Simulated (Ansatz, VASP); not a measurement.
## NbH2 in VASP and in Ansatz

```xyz
3
Lattice="-0.1776 2.1533 2.1533 2.1533 -0.1776 2.1533 2.1533 2.1533 -0.1776" Properties=species:S:1:pos:R:3 pbc="T T T"
Nb    0.0000    0.0000    0.0000
H     1.0323    1.0323    1.0323
H     3.0968    3.0968    3.0968
```

Alike in both runs: task single point; functional PBEsol; k mesh 16 × 16 × 16; occupations gaussian, width 0.15 eV; no spin polarisation.

|  | VASP | Ansatz |
| --- | --- | --- |
| version | VASP 6.6.1 | Ansatz 0.2.0 |
| potentials or method | VASP PAW PBE potentials, release 64 (Nb_sv, H), cutoff 520 eV | scalar-relativistic, plane waves, PAW |
| valence electrons in the cell | 15 | 15 |

|  | VASP | Ansatz | Ansatz less VASP |
| --- | --- | --- | --- |
| gap on the k mesh at the Fermi level (eV) | none | none | - |
| pressure (GPa) | 9.0 | 9.5 | +0.51 |
| traceless stress, the component that is largest in VASP (GPa) | 14.38 | 14.43 | +0.047 |
| rms of the force components (eV/Å) | 0.520 | 0.522 | +0.0017 |

VASP's potentials were made for PBE, not for PBEsol. Atom by atom the forces differ by 0.002 eV/Å (rms over components). A gap of «none» marks a metal or a gap that the smearing closes.
